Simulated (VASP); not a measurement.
Input of a VASP 6.6.1 run:

The input POSCAR:

```
Rh
1.0
    0.0000000000      1.9003570901     -1.9003570901
   -1.9003570901      0.0000000000      1.9003570901
    3.8007141803      3.8007141803      3.8007141803
Rh
3
Direct
    0.0000000000      0.0000000000      0.0000000000
    0.3333333330      0.6666666670      0.3333333330
    0.6666666670      0.3333333330      0.6666666670
```

INCAR.step1

```
SYSTEM = Rh
PREC     = Accurate       ! precision mode
ENCUT    = 520            ! plane-wave cutoff, eV
ISMEAR   = -1             ! smearing method
SIGMA    = 0.08           ! smearing width, eV
LREAL    = .FALSE.        ! projectors in reciprocal space
LASPH    = .TRUE.         ! aspherical terms in the spheres
NELM     = 150            ! most SCF steps
LMAXMIX  = 4              ! l up to which the mixer works
LDAU     = .TRUE.         ! DFT+U
LDAUTYPE = 2            
LDAUL    = 2              ! shell
LDAUU    = 2              ! U, eV
LDAUJ    = 0            
NBANDS   = 30             ! bands
GGA      = PE             ! functional
ALGO     = Normal         ! electronic algorithm
EDIFF    = 1E-4           ! SCF threshold, eV
LWAVE    = .TRUE.         ! write WAVECAR
LCHARG   = .FALSE.        ! write CHGCAR
```

The input INCAR.step2:

```
SYSTEM = Rh
PREC     = Accurate       ! precision mode
ENCUT    = 520            ! plane-wave cutoff, eV
EDIFF    = 1E-6           ! SCF threshold, eV
ISMEAR   = -1             ! smearing method
SIGMA    = 0.08           ! smearing width, eV
LREAL    = .FALSE.        ! projectors in reciprocal space
LASPH    = .TRUE.         ! aspherical terms in the spheres
NELM     = 150            ! most SCF steps
ALGO     = Normal         ! electronic algorithm
ISIF     = 2              ! what is computed and relaxed
LWAVE    = .FALSE.        ! write WAVECAR
LCHARG   = .TRUE.         ! write CHGCAR
LMAXMIX  = 4              ! l up to which the mixer works
LDAU     = .TRUE.         ! DFT+U
LDAUTYPE = 2            
LDAUL    = 2              ! shell
LDAUU    = 2              ! U, eV
LDAUJ    = 0            
LDAUPRINT= 1            
METAGGA  = R2SCAN         ! meta-GGA
LMIXTAU  = .TRUE.       
LELF     = .TRUE.         ! ELF
LVHAR    = .TRUE.       
NBANDS   = 30             ! bands
ISTART   = 1
```

Contents of KPOINTS:

```
regular mesh
0
G
  15 15 6
  0 0 0
```

Potentials or basis: VASP PAW PBE potentials, release 64 (Rh_pv).

The run is started by

```console
$ cat potpaw_PBE.64/Rh_pv/POTCAR > POTCAR
$ cp INCAR.step1 INCAR
$ mpirun -np 1 vasp_std > vasp.out
$ cp INCAR.step2 INCAR
$ mpirun -np 1 vasp_std > vasp.out
```

Q: Predict the band gap on the k mesh.

A: Zero (an odd number of electrons rules out a gap without spin polarisation).

Q: Estimate the pressure.

A: -2.4 GPa.

Eigenvalues of the final occupation matrices:
```csv
site,spin,trace,eigenvalues
site 1 d,1,3.61,0.68 0.68 0.68 0.79 0.79
site 1 d,2,3.61,0.68 0.68 0.68 0.79 0.79
site 2 d,1,3.61,0.68 0.68 0.68 0.79 0.79
site 2 d,2,3.61,0.68 0.68 0.68 0.79 0.79
site 3 d,1,3.61,0.68 0.68 0.68 0.79 0.79
site 3 d,2,3.61,0.68 0.68 0.68 0.79 0.79
```

Caveat: the PAW data sets were made with another functional, which shifts forces and pressure a little; U without spin polarisation on a metal has little footing; the U is typed as a test and isn't derived for this compound.
